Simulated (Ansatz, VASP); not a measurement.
Two plane-wave programs on Se

```
Se
1.0
    -1.71647    1.71647    1.71647
     1.71647   -1.71647    1.71647
     1.71647    1.71647   -1.71647
Se
1
Direct
  0.00000 0.00000 0.00000
```

Alike in both runs: functional r2SCAN; k mesh 22 × 22 × 22; no spin polarisation.

Ansatz relaxed the structure, and its values are those at the end. VASP's run is a single point on that final structure, the one shown.

```csv
,VASP,Ansatz
version,VASP 6.6.1,Ansatz 0.2.0
potentials or method,"VASP PAW PBE potentials, release 64 (Se)","plane waves, PAW"
plane-wave cutoff (eV),520,500
occupations,"methfessel-paxton of order 1, width 0.15 eV","cold, width 0.15 eV"
valence electrons in the cell,6,16
```

|  | VASP | Ansatz | Ansatz less VASP |
| --- | --- | --- | --- |
| pressure (GPa) | -0.1 | 0.0 | +0.10 |

VASP's potentials were made for PBE, not for r2SCAN. VASP's potentials hold 6 valence electrons a cell and Ansatz's 16, so a difference there can come from the potentials and not from the codes.
